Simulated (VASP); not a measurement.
# C (P6_3/mmc) in VASP: settings compared

The runs below take C through single point, with PBE, r2SCAN.

All numbers are computed with VASP 6.6.1; they aren't measurements. Logs are shortened: lines on timing, memory, paths and dates and some standing lists are left out, and cuts for length are marked.

## Step 1: The cell of the first run

The structure is hexagonal, space group P6_3/mmc (No. 194). Conventional cell: a = 2.567 Å, b = 2.567 Å, c = 8.467 Å, α = 90.00°, β = 90.00°, γ = 120.00°. C (site symmetry 3m) has 4 C at 1.57 Å within 2.1 Å. Within 2.1 Å of C (site symmetry 3m) lie 4 C at 1.57 to 1.60 Å.

## Step 2: Single point, PBE (volume changed by +6%)

File INCAR:

```
PREC = Accurate
ENCUT = 520
EDIFF = 1E-6
ISMEAR = 0
SIGMA = 0.01
LREAL = False
LASPH = True
NELM = 60
ALGO = Normal
ISIF = 2
LWAVE = False
LCHARG = False
GGA = PE
NBANDS = 26
```

File KPOINTS:

```
Automatic mesh
0
Gamma
  9 9 4
```

File POSCAR:

```
C
1.0
    2.5673825179      0.0000000000      0.0000000000
   -1.2836912589      2.2234184817      0.0000000000
    0.0000000000      0.0000000000      8.4673382861
C
8
Direct
    0.0000000000      0.0000000000      0.0007812096
    0.3333333333      0.6666666667      0.2492781312
    0.0000000000      0.0000000000      0.5007812096
    0.6666666667      0.3333333333      0.7492781312
    0.0000000000      0.0000000000      0.1867187904
    0.3333333333      0.6666666667      0.4382218688
    0.0000000000      0.0000000000      0.6867187904
    0.6666666667      0.3333333333      0.9382218688
```

Potentials or basis: VASP PAW PBE potentials, release 64 (C).

Started as:

```console
$ cat potpaw_PBE.64/C/POTCAR > POTCAR
$ mpirun -np 1 vasp_std > vasp.out
```

OUTCAR:

```text
PREC = Accurate
   ENCUT = 520
   EDIFF = 1E-6
   ISMEAR = 0
   LREAL = False
   LASPH = True
   NELM = 60
   ISIF = 2
   GGA = PE

 ion  position               nearest neighbor table
   1  0.000  0.000  0.001-   8 1.57   8 1.57   8 1.57   5 1.57
   2  0.333  0.667  0.249-   5 1.57   5 1.57   5 1.57   6 1.60
   3  0.000  0.000  0.501-   6 1.57   6 1.57   6 1.57   7 1.57
   4  0.667  0.333  0.749-   7 1.57   7 1.57   7 1.57   8 1.60
   5  0.000  0.000  0.187-   2 1.57   2 1.57   2 1.57   1 1.57
   6  0.333  0.667  0.438-   3 1.57   3 1.57   3 1.57   2 1.60
   7  0.000  0.000  0.687-   4 1.57   4 1.57   4 1.57   3 1.57
   8  0.667  0.333  0.938-   1 1.57   1 1.57   1 1.57   4 1.60

  LATTYP: Found a hexagonal cell.
 ALAT       =     2.5673825179
 C/A-ratio  =     3.2980431342

  Lattice vectors:

 A1 = (   2.5673825179,   0.0000000000,   0.0000000000)
 A2 = (  -1.2836912589,   2.2234184817,   0.0000000000)
 A3 = (   0.0000000000,   0.0000000000,   8.4673382861)

Analysis of symmetry for initial positions (statically):
=====================================================================
 Subroutine PRICEL returns:
 Original cell was already a primitive cell.

 Routine SETGRP: Setting up the symmetry group for a
 hexagonal supercell.

 Subroutine GETGRP returns: Found 24 space group operations
 (whereof  6 operations were pure point group operations)
 out of a pool of 24 trial point group operations.

The static configuration has the point symmetry C_3v.
 The point group associated with its full space group is D_6h.

Analysis of symmetry for dynamics (positions and initial velocities):
=====================================================================
 Subroutine PRICEL returns:
 Original cell was already a primitive cell.

 Routine SETGRP: Setting up the symmetry group for a
 hexagonal supercell.

 Subroutine GETGRP returns: Found 24 space group operations
 (whereof  6 operations were pure point group operations)
 out of a pool of 24 trial point group operations.

The dynamic configuration has the point symmetry C_3v.
 The point group associated with its full space group is D_6h.

 Subroutine INISYM returns: Found 24 space group operations
 (whereof  6 operations are pure point group operations),
 and found     1 'primitive' translations

----------------------------------------------------------------------------------------

                                     Primitive cell

  volume of cell :      48.3347

  direct lattice vectors                    reciprocal lattice vectors
     2.567382518  0.000000000  0.000000000     0.389501756  0.224878944  0.000000000
    -1.283691259  2.223418482  0.000000000     0.000000000  0.449757888  0.000000000
     0.000000000  0.000000000  8.467338286     0.000000000  0.000000000  0.118100868

  length of vectors
     2.567382518  2.567382518  8.467338286     0.449757888  0.449757888  0.118100868

  position of ions in fractional coordinates (direct lattice)
     0.000000000  0.000000000  0.000781210
     0.333333333  0.666666667  0.249278131
     0.000000000  0.000000000  0.500781210
     0.666666667  0.333333333  0.749278131
     0.000000000  0.000000000  0.186718790
     0.333333333  0.666666667  0.438221869
     0.000000000  0.000000000  0.686718790
     0.666666667  0.333333333  0.938221869

  ion indices of the primitive-cell ions
   primitive index   ion index
                 1           1
                 2           2
                 3           3
                 4           4
                 5           5
                 6           6
                 7           7
                 8           8

----------------------------------------------------------------------------------------

 KPOINTS: Automatic mesh

Automatic generation of k-mesh.
 Grid dimensions read from file:
 generate k-points for:    9    9    4

 Generating k-lattice:

  Cartesian coordinates                     Fractional coordinates (reciprocal lattice)
     0.043277973  0.024986549  0.000000000     0.111111111  0.000000000  0.000000000
     0.000000000  0.049973099  0.000000000     0.000000000  0.111111111  0.000000000
     0.000000000  0.000000000  0.029525217     0.000000000  0.000000000  0.250000000

  Length of vectors
     0.049973099  0.049973099  0.029525217

  Shift w.r.t. Gamma in fractional coordinates (k-lattice)
     0.000000000  0.000000000  0.000000000

 Subroutine IBZKPT returns following result:
 ===========================================

 Found     36 irreducible k-points:

 Following reciprocal coordinates:
            Coordinates               Weight
  0.000000  0.000000  0.000000      1.000000
  0.111111 -0.000000  0.000000      6.000000
  0.222222 -0.000000  0.000000      6.000000
  0.333333 -0.000000  0.000000      6.000000
  0.444444 -0.000000  0.000000      6.000000
  0.111111  0.111111  0.000000      6.000000
[... 16 lines left out ...]
  0.333333  0.222222  0.250000     24.000000
  0.333333  0.333333  0.250000      4.000000
 [... further k-points ...]
   k-points           NKPTS =     36   k-points in BZ     NKDIM =     36   number of bands    NBANDS=     26
   number of dos      NEDOS =    301   number of ions     NIONS =      8
   total plane-waves  NPLWV =  25600
   dimension x,y,z NGX =    20 NGY =   20 NGZ =   64
   dimension x,y,z NGXF=    40 NGYF=   40 NGZF=  128
   ions per type =               8
   NGX,Y,Z   is equivalent  to a cutoff of  12.95, 12.95, 12.57 a.u.
   NGXF,Y,Z  is equivalent  to a cutoff of  25.90, 25.90, 25.13 a.u.
 SYSTEM =  unknown system
   PREC   = accura    normal or accurate (medium, high low for compatibility)
   ISTART =      0    job   : 0-new  1-cont  2-samecut
   ICHARG =      2    charge: 1-file 2-atom 10-const
   ISPIN  =      1    spin polarized calculation?
   LNONCOLLINEAR =      F non collinear calculations
   LSORBIT =      F    spin-orbit coupling
   LASPH  =      T    aspherical Exc in radial PAW
   ENCUT  =  520.0 eV  38.22 Ry    6.18 a.u.   4.77  4.77 15.74*2*pi/ulx,y,z
   NELM   =     60;   NELMIN=  2; NELMDL= -5     # of ELM steps
   EDIFF  = 0.1E-05   stopping-criterion for ELM
   LREAL  =      F    real-space projection
   EDIFFG = 0.1E-04   stopping-criterion for IOM
   NSW    =      0    number of steps for IOM
   IBRION =     -1    ionic relax: 0-MD 1-quasi-New 2-CG
   NFREE  =      0    steps in history (QN), initial steepest desc. (CG)
   ISIF   =      2    stress and relaxation
   ISYM   =      2    0-nonsym 1-usesym 2-fastsym
   POTIM  = 0.5000    time-step for ionic-motion
   TEBEG  =    0.0;   TEEND  =   0.0 temperature during run
   PSTRESS=    0.0 pullay stress
   NELECT =      32.0000    total number of electrons
   NUPDOWN=      -1.0000    fix difference up-down
   EMIN   =  10.00;   EMAX   =-10.00  energy-range for DOS
   EFERMI =   0.00;   METHOD = LEGACY
   ISMEAR =     0;   SIGMA  =   0.01  broadening in eV -4-tet -1-fermi 0-gaus
   EFERMI_NEDOS =   21; number of points for ismear=-14 and -15
   IALGO  =     38    algorithm
   IMIX   =      4    mixing-type and parameters
     AMIX     =   0.40;   BMIX     =  1.00
     AMIX_MAG =   1.60;   BMIX_MAG =  1.00
  volume/ion in A,a.u.               =       6.04        40.77
  Fermi-wavevector in a.u.,A,eV,Ry     =   1.426829  2.696316 27.699298  2.035841
  Thomas-Fermi vector in A             =   2.547064
   LORBIT       =      0    0 simple, 1 ext, 2 COOP (PROOUT), +10 PAW based schemes
   GGA     = PE    functional components
   LHFCALC =     F    Hartree Fock is set to
   AEXX    =    0.0000 exact exchange contribution
   IVDW    =     0    specifies the selected vdW correction
   LEPSILON=     F    determine dielectric tensor
   LRPA    =     F    only Hartree local field effects (RPA)
 non-spin polarized calculation
 Gauss-broadening in eV      SIGMA  =   0.01
  energy-cutoff  :      520.00
  volume of cell :       48.33
 maximum number of plane-waves:      1316
 NGX is ok and might be reduce to    20
   NGX =  9   NGY =  9   NGZ = 31

 number of electron      31.9999998 magnetization

 Free energy of the ion-electron system (eV)
  ---------------------------------------------------
  ext. energy  EPLUGINS =         0.00000000
  ---------------------------------------------------
  free energy    TOTEN  =       -72.48009483 eV

  energy without entropy =      -72.48009483  energy(sigma->0) =      -72.48009483

 E-fermi :   9.0576     XC(G=0): -12.9341

 val. band max:        8.9543837996   @ k =   0.0000   0.0000   0.0000
 cond. band min:      13.3659272011   @ k =   0.4444  -0.0000   0.0000
 fundamental gap:      4.4115434015
 Fermi energy:         9.0575949267

 k-point     1 :       0.0000    0.0000    0.0000
  band No.  band energies     occupation
      1     -11.8233      2.00000
      2     -10.2540      2.00000
      3     -10.1525      2.00000
      4      -6.5003      2.00000
      5      -3.8619      2.00000
      6       2.4142      2.00000
[... 18 lines left out ...]
     25      16.6322      0.00000
     26      16.6478      0.00000

 k-point     2 :       0.1111   -0.0000    0.0000
  band No.  band energies     occupation
      1     -11.5311      2.00000
      2      -9.9665      2.00000
      3      -9.8663      2.00000
      4      -6.2373      2.00000
      5      -3.6002      2.00000
      6       2.5441      2.00000
[... 18 lines left out ...]
     25      17.3410      0.00000
     26      17.6764      0.00000

 k-point     3 :       0.2222   -0.0000    0.0000
  band No.  band energies     occupation
      1     -10.6613      2.00000
      2      -9.1113      2.00000
      3      -9.0166      2.00000
      4      -5.4554      2.00000
      5      -2.8713      2.00000
      6       1.8670      2.00000
[... 572 lines left out ...]
 k-point    23 :       0.3333    0.2222    0.2500
  band No.  band energies     occupation
      1      -6.5184      2.00000
      2      -5.8304      2.00000
      3      -4.6608      2.00000
      4      -3.8150      2.00000
      5      -2.8662      2.00000
      6      -2.1681      2.00000
[... 18 lines left out ...]
     25      20.0343      0.00000
     26      20.6167      0.00000

 k-point    24 :       0.3333    0.3333    0.2500
  band No.  band energies     occupation
      1      -5.0629      2.00000
      2      -4.6221      2.00000
      3      -4.6221      2.00000
      4      -4.4700      2.00000
      5      -2.4709      2.00000
      6      -2.1728      2.00000
[... 18 lines left out ...]
     25      21.1718      0.00000
     26      21.1776      0.00000

 [... further k-points ...]
[... 5 lines left out ...]
  --------------------------------------------------------------------------------------
  -------------------------------------------------------------------------------------
  Total       -6.6788443     -6.6788443     -6.7369237     -0.0000000      0.0000000      0.0000000
  in kB     -221.3875512   -221.3875512   -223.3127436     -0.0000000      0.0000000      0.0000000
  external PRESSURE =    -222.0292820 kB  Pullay stress =       0.0000000 kB

 VOLUME and BASIS-vectors are now :
 -----------------------------------------------------------------------------
  energy-cutoff  :      520.00
  volume of cell :       48.33
      direct lattice vectors                 reciprocal lattice vectors
     2.567382518  0.000000000  0.000000000     0.389501756  0.224878944  0.000000000
    -1.283691259  2.223418482  0.000000000     0.000000000  0.449757888  0.000000000
     0.000000000  0.000000000  8.467338286     0.000000000  0.000000000  0.118100868

 POSITION                                       TOTAL-FORCE (eV/Angst)
 -----------------------------------------------------------------------------------
      0.00000      0.00000      0.00661         0.000000     -0.000000     -0.019507
     -0.00000      1.48228      2.11072         0.000000     -0.000000     -0.042623
      0.00000      0.00000      4.24028         0.000000     -0.000000     -0.019507
      1.28369      0.74114      6.34439        -0.000000      0.000000     -0.042623
      0.00000      0.00000      1.58101         0.000000     -0.000000      0.019507
     -0.00000      1.48228      3.71057        -0.000000     -0.000000      0.042623
      0.00000      0.00000      5.81468         0.000000     -0.000000      0.019507
      1.28369      0.74114      7.94424        -0.000000      0.000000      0.042623
 -----------------------------------------------------------------------------------
    total drift:                                0.000000      0.000000     -0.000000

  FREE ENERGIE OF THE ION-ELECTRON SYSTEM (eV)
  ---------------------------------------------------
  free  energy   TOTEN  =       -72.4800948308 eV

  energy  without entropy=      -72.4800948308  energy(sigma->0) =      -72.48009483
```

Wall time 25 s (1 thread of Intel Xeon Platinum 8488C (Sapphire Rapids), shared host); peak memory 0.17 GiB.

Results:

| Item | Value |
| --- | --- |
| Free energy | -72.4801 eV |
| Pressure | -22.2 GPa |
| Largest force | 0.043 eV/Å |
| Band gap on the k mesh | 4.41 eV, indirect (least direct gap 5.16 eV) |

Forces on the atoms (eV/Å):
```
C    0.000  0.000 -0.020
C    0.000  0.000 -0.043
C    0.000  0.000 -0.020
C    0.000  0.000 -0.043
C    0.000  0.000  0.020
C    0.000  0.000  0.043
C    0.000  0.000  0.020
C    0.000  0.000  0.043
```

Levels at points of the mesh, in eV from the valence-band top:
| k point | band 13 | band 14 | band 15 | band 16 | band 17 | band 18 | band 19 | band 20 |
| --- | --- | --- | --- | --- | --- | --- | --- | --- |
| (0.00, 0.00, 0.00) | -1.62 | -0.20 | 0.00 | 0.00 | 5.16 | 5.16 | 5.31 | 6.90 |
| (0.00, 0.00, 0.50) | -0.61 | -0.61 | -0.61 | -0.61 | 5.88 | 5.88 | 5.88 | 5.88 |

(Part 1 of 2 ends here.)
